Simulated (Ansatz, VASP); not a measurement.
CaSe: VASP beside Ansatz

```
Ca Se
1.0
     3.56058    0.00000    0.00000
     0.00000    3.56058    0.00000
     0.00000    0.00000    3.56058
Ca Se
1 1
Direct
  0.00000 0.00000 0.00000
  0.50000 0.50000 0.50000
```

Alike in both runs: task single point; functional r2SCAN; k mesh 6 × 6 × 6; no spin polarisation.

|  | VASP | Ansatz |
| --- | --- | --- |
| version | VASP 6.6.1 | Ansatz 0.2.0 |
| potentials or method | VASP PAW PBE potentials, release 64 (Ca_sv, Se) | plane waves, PAW |
| plane-wave cutoff (eV) | 520 | 500 |
| occupations | gaussian, width 0.01 eV | fixed |
| valence electrons in the cell | 16 | 26 |

Ansatz gave:

| Quantity | Value |
| --- | --- |
| gap on the k mesh at the Fermi level (eV) | 1.13 |
| pressure (GPa) | 3.9 |

**Question.** Which values does VASP return?

**Answer.** gap on the k mesh at the Fermi level (eV): 1.14; pressure (GPa): 4.1.

VASP's potentials were made for PBE, not for r2SCAN. VASP's potentials hold 16 valence electrons a cell and Ansatz's 26, so a difference there can come from the potentials and not from the codes.
